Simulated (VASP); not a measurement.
Runs of VASP 6.6.1 on Mo. The structure is that of space group R-3m (No. 166), or close to it. The cells are those of the table. 

```csv
cell,further INCAR settings,gap on the mesh (eV),pressure (GPa)
"a = 3.522 Å, angles 117.6°, 1 atom",ALGO = Fast; EDIFF = 1e-06; NBANDS = 13,none,218.0
"a = 3.467 Å, angles 117.6°, 1 atom",ALGO = Fast; EDIFF = 1e-07; NBANDS = 13,none,257.6
"a = 3.316 Å, angles 116.4°, 1 atom",ALGO = Fast; EDIFF = 1e-07; NBANDS = 13,none,(b)
"a = 2.601 Å, angles 100.1°, 1 atom",ALGO = Fast; EDIFF = 1e-06; NBANDS = 13,none,(a)
"a = 2.642 Å, angles 100.1°, 1 atom",ALGO = Fast; EDIFF = 1e-06; NBANDS = 13,none,-17.5
```

Alike in all rows: task single point; level LDA; potentials or basis VASP PAW LDA potentials, release 64 (Mo_sv); no spin polarisation; k mesh 22 × 22 × 22; cutoff (eV) 520; smearing gaussian 0.15 eV.

Question: Fill in the values left out.

Answer: (a) -8.7; (b) 76.8.

Caveats: atoms lie so close that the PAW spheres overlap strongly, which falsifies energies and pressures (at least some runs); the cell stands under pressure (at least some runs); the cell stands under tension (at least some runs).

A k mesh can miss the band edges, and the runs leave out spin-orbit coupling on Mo.

A gap of «none» marks levels without a gap at the run's occupations.
